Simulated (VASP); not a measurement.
Crystal: Ir.

```xyz
2
Lattice="2.7514 0.0000 0.0000 -1.3757 2.3828 0.0000 0.0000 0.0000 4.4623" Properties=species:S:1:pos:R:3 pbc="T T T"
Ir    1.3782    0.8027    3.3391
Ir   -0.0025    1.5801    1.1232
```

This isn't the form of Ir at room conditions, which is fcc.

```yaml
Program: VASP 6.6.1
Task: relaxation of cell and atoms
Functional: PBE
Dispersion: D3(BJ)
Potentials_or_basis: VASP PAW PBE potentials, release 64 (Ir)
Cutoff: 600 eV
k_mesh: 11 × 11 × 6
Occupations: fermi-dirac, width 0.05 eV
Spin: no spin polarisation
```

At the start: pressure -8.8 GPa; volume 14.63 Å³/atom.

**Question.** Where does the relaxation end?

**Answer.** Over 12 steps the energy falls by 11.4 meV/atom and the volume is 14.26 Å³/atom (-2.5 %); space group P6_3/mmc (No. 194, to 0.1 Å) before and after.

The path:
```tsv
step	energy change (eV)	largest force (eV/Å)	pressure (GPa)	volume (Å³)
1	0.0000	0.1867	-8.78	29.25
2	0.2916	0.0649	43.76	25.99
3	-0.0213	0.1754	-0.23	28.54
4	-0.0213	0.1743	0.11	28.51
5	-0.0213	0.1737	0.30	28.50
6	-0.0227	0.0468	0.25	28.50
7	-0.0227	0.0480	0.25	28.50
8	-0.0227	0.0247	-0.76	28.58
9	-0.0227	0.0376	-0.30	28.54
10	-0.0229	0.0181	-0.09	28.53
11	-0.0229	0.0104	0.04	28.52
12	-0.0229	0.0052	-0.04	28.52
```

Final structure:
```xyz
2
Lattice="2.7286 0.0000 0.0000 -1.3643 2.3632 0.0001 0.0001 0.0002 4.4234" Properties=species:S:1:pos:R:3 pbc="T T T"
Ir    1.3644    0.7880    3.3174
Ir    0.0000    1.5753    1.1061
```
